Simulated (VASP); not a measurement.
Write the native input for VASP 6.6.1 that does the following.

```yaml
Task: single point
Functional: PBE
Dispersion: D3(BJ)
Potentials_or_basis: VASP PAW PBE potentials, release 64 (B, N)
Cutoff: 520 eV
k_mesh: 12 × 12 × 1
Occupations: gaussian, width 0.02 eV
Spin: no spin polarisation
Dipole_correction: yes
Further_INCAR_settings: ALGO = Normal; EDIFF = 1e-06; NBANDS = 11
```

The structure of BN lies in POSCAR:

```
BN
1.0
    2.4480000000      0.0000000000      0.0000000000
   -1.2240000000      2.1200301885      0.0000000000
    0.0000000000      0.0000000000     26.0000000000
B N
1 1
Direct
    0.0000000000      0.0000000000      0.5164807692
    0.6666666667      0.3333333333      0.4835192308
```

These files were run (other wordings do the same):

INCAR

```
SYSTEM = BN
PREC = Accurate
ENCUT = 520
EDIFF = 1E-6
ISMEAR = 0
SIGMA = 0.02
LREAL = .False.
LASPH = .True.
NELM = 80
ALGO = Normal
ISIF = 2
LWAVE = .False.
LCHARG = .False.
LDIPOL = .True.
IDIPOL = 3
DIPOL = 0.5 0.5 0.500
GGA = PE
IVDW = 12
NBANDS = 11
```

KPOINTS

```
regular mesh
0
Gamma
  12 12 1
  0 0 0
```

Potentials or basis: VASP PAW PBE potentials, release 64 (B, N).

Run with:

```sh
$ cat potpaw_PBE.64/B/POTCAR potpaw_PBE.64/N/POTCAR > POTCAR
$ mpirun -np 1 vasp_std > vasp.out
```

It gave:

- Largest force: 8.513 eV/Å
- Band gap on the k mesh: zero (band 4 reaches -3.39 eV, above the bottom of band 5 at -4.23 eV)
- Dispersion energy per atom: -0.079 eV

Wall time 46 s on 1 thread of Intel(R) Xeon(R) Platinum 8259CL CPU @ 2.50GHz (Skylake/Cascade Lake), on a shared host, peak memory 0.24 GiB.
